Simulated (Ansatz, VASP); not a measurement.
# Sn: VASP beside Ansatz

```
Sn
1.0
     0.00000    3.18069    3.24560
     3.18069    0.00000    3.24560
     3.18069    3.18069    0.00000
Sn
2
Direct
  0.50000 0.50000 0.50000
  0.75000 0.75000 0.75000
```

Change from the starting cell: equal xx and yy strain of -2 %.

Alike in both runs: task single point; functional LDA; k mesh 9 × 9 × 9; occupations fermi-dirac, width 0.03 eV; no spin polarisation.

|  | VASP | Ansatz |
| --- | --- | --- |
| version | VASP 6.6.1 | Ansatz 0.2.0 |
| potentials or method | VASP PAW LDA potentials, release 64 (Sn_d), cutoff 520 eV | all-electron LAPW, scalar-relativistic |

|  | VASP | Ansatz | Ansatz less VASP |
| --- | --- | --- | --- |
| pressure (GPa) | 1.6 | 1.6 | -0.03 |
| traceless stress, the component that is largest in VASP (GPa) | -0.46 | -0.46 | +0.007 |

LDA's correlation is that of Perdew and Zunger in VASP and of Perdew and Wang (1992) in Ansatz. Ansatz ran all-electron here, and VASP with PAW potentials.
